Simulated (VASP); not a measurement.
Here is a VASP 6.6.1 calculation.

The input INCAR:

```
SYSTEM = ScPd
ALGO = Normal ; EDIFF = 1E-6
ENCUT = 500 ; GGA = PS
GGA_COMPAT = .FALSE. ; ISIF = 2
ISMEAR = -1 ; LASPH = .TRUE.
LCHARG = .TRUE. ; LELF = .TRUE.
LREAL = .FALSE. ; LVHAR = .TRUE.
LWAVE = .FALSE. ; NBANDS = 18
NELM = 120 ; PREC = Accurate
SIGMA = 0.05
```

KPOINTS

```
k-points
0
G
  12 12 12
  0 0 0
```

File POSCAR:

```
ScPd
1.0
    3.2386296960      0.0000000000      0.0000000000
    0.0000000000      3.2386296960      0.0000000000
    0.0000000000      0.0000000000      3.2386296960
Sc Pd
1 1
Direct
    0.5000000000      0.5000000000      0.5000000000
    0.0000000000      0.0000000000      0.0000000000
```

Potentials or basis: VASP PAW PBE potentials, release 64 (Sc_sv, Pd).

Launch:

```sh
$ cat potpaw_PBE.64/Sc_sv/POTCAR potpaw_PBE.64/Pd/POTCAR > POTCAR
$ mpirun -np 1 vasp_std > vasp.out
```

**Question.** Estimate the pressure.

**Answer.** 3.7 GPa.

Caveat: the PAW data sets were made with another functional, which shifts forces and pressure a little.
